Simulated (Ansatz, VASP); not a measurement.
## Two plane-wave programs on Si

INCAR

```
PREC = Accurate
ENCUT = 520
EDIFF = 1E-6
ISMEAR = 0
SIGMA = 0.1
LREAL = F
LASPH = T
NELM = 100
ALGO = Normal
ISIF = 2
LWAVE = F
LCHARG = T
LDIPOL = T
IDIPOL = 3
DIPOL = 0.5 0.5 0.373
GGA = PE
IVDW = 12
LELF = T
LVHAR = T
LVACPOTAV = T
NBANDS = 16
```

Contents of KPOINTS:

```
Automatic mesh
0
Gamma
  9 9 1
```

POSCAR

```
Si
1.0
    3.8475254748      0.0000000000      0.0000000000
   -1.9237627374      3.3320548028      0.0000000000
    0.0000000000      0.0000000000     18.4415958287
Si
4
Direct
    0.3333333333      0.6666666667      0.2695427207
    0.6666666667      0.3333333333      0.2440135898
    0.6666666667      1.3333333333      0.5011277719
    1.0000000000      1.0000000000      0.4755986410
```

Input for Ansatz:

```yaml
crystal:
  lattice:
    - [3.8475254748, 0.0, 0.0]
    - [-1.9237627374, 3.3320548028, 0.0]
    - [0.0, 0.0, 18.4415958287]
  atoms:
    - { symbol: Si, position: [0.3333333333, 0.6666666667, 0.2695427207] }
    - { symbol: Si, position: [0.6666666667, 0.3333333333, 0.2440135898] }
    - { symbol: Si, position: [0.6666666667, 1.3333333333, 0.5011277719] }
    - { symbol: Si, position: [1.0, 1.0, 0.475598641] }
basis:
  ecutwfc: 420
kpoints:
  mp_grid: { grid: [9, 9, 1] }
hamiltonian:
  xc: pbe
  pseudopotentials: { kind: paw, azcp: { folder: soft_1 } }
  dispersion: d3bj
scf:
  occupations: { method: gaussian, width: 0.1 }
output:
  forces: true
  eigenvalues: true
efield:
  axis: 3
  dipole_correction: true
  ramp_width: 0.04
```

Alike in both runs: task single point; functional PBE; dispersion D3(BJ); k mesh 9 × 9 × 1; occupations gaussian, width 0.1 eV; no spin polarisation.

|  | VASP | Ansatz |
| --- | --- | --- |
| version | VASP 6.6.1 | Ansatz 0.2.0 |
| potentials or method | VASP PAW PBE potentials, release 64 (Si), cutoff 520 eV | scalar-relativistic, plane waves, PAW |
| valence electrons in the cell | 16 | 16 |

|  | VASP | Ansatz | Ansatz less VASP |
| --- | --- | --- | --- |
| gap on the k mesh at the Fermi level (eV) | none | none | - |
| rms of the force components (eV/Å) | 0.060 | 0.061 | +0.0012 |
| work function, face that differs most (eV) | 4.66 | 4.65 | -0.003 |

Atom by atom the forces differ by 0.003 eV/Å (rms over components). A gap of «none» marks a metal or a gap that the smearing closes.
